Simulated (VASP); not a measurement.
A run of VASP 6.6.1 is set up as follows.

POSCAR

```
TiS2
1.0
    3.4109097408      0.0000000000      0.0000000000
   -1.7054548704      2.9539344856      0.0000000000
    0.0000000000      0.0000000000      5.7407038262
Ti S
1 2
Direct
    0.0000000000      0.0000000000      0.0000000000
    0.3333333333      0.6666666667      0.2448343712
    0.6666666667      0.3333333333      0.7551656288
```

INCAR.step1

```
PREC     = Accurate       # precision mode
ENCUT    = 400            # plane-wave cutoff, eV
EDIFF    = 1E-5           # SCF threshold, eV
ISMEAR   = -1             # smearing method
SIGMA    = 0.02           # smearing width, eV
LREAL    = F              # projectors in reciprocal space
LASPH    = T              # aspherical terms in the spheres
NELM     = 120            # most SCF steps
ALGO     = Normal         # electronic algorithm
ISIF     = 2              # what is computed and relaxed
LWAVE    = T              # write WAVECAR
NBANDS   = 19             # bands
GGA      = PE             # functional
GGA_COMPAT= F
```

Contents of INCAR.step2:

```
PREC     = Accurate       # precision mode
ENCUT    = 400            # plane-wave cutoff, eV
EDIFF    = 1E-6           # SCF threshold, eV
ISMEAR   = -1             # smearing method
SIGMA    = 0.02           # smearing width, eV
LREAL    = F              # projectors in reciprocal space
LASPH    = T              # aspherical terms in the spheres
NELM     = 120            # most SCF steps
ALGO     = Normal         # electronic algorithm
ISIF     = 2              # what is computed and relaxed
LWAVE    = F              # write WAVECAR
LCHARG   = T              # write CHGCAR
GGA      = PE             # functional
LHFCALC  = T              # exact exchange
HFSCREEN = 0.2079         # screening, 1/A
PRECFOCK = Normal       
LELF     = T              # ELF
LVHAR    = T            
NBANDS   = 19             # bands
ISTART   = 1            
GGA_COMPAT= F
```

File KPOINTS:

```
Automatic mesh
0
Gamma
  6 6 4
```

Potentials or basis: VASP PAW PBE potentials, release 64 (Ti_sv, S).

Launch:

```bash
$ cat potpaw_PBE.64/Ti_sv/POTCAR potpaw_PBE.64/S/POTCAR > POTCAR
$ cp INCAR.step1 INCAR
$ mpirun -np 1 vasp_std > vasp.out
$ cp INCAR.step2 INCAR
$ mpirun -np 1 vasp_std > vasp.out
```

**Question.** Predict the pressure.

**Answer.** -0.4 GPa.

**Question.** What does it give for the largest force?

**Answer.** 0.237 eV/Å.

**Question.** Predict the band gap on the k mesh.

**Answer.** 0.60 eV (least direct gap 1.15 eV).

Stress tensor (GPa, compression positive):
```
-0.56  0.00  0.00
 0.00 -0.56  0.00
 0.00  0.00 -0.09
```

Caveat: the PAW data sets were made with another functional, which shifts forces and pressure a little; this functional lacks dispersion, which binds layers or chains, so the pressure and a relaxed spacing across them are unreliable. A k mesh can miss the band edges.
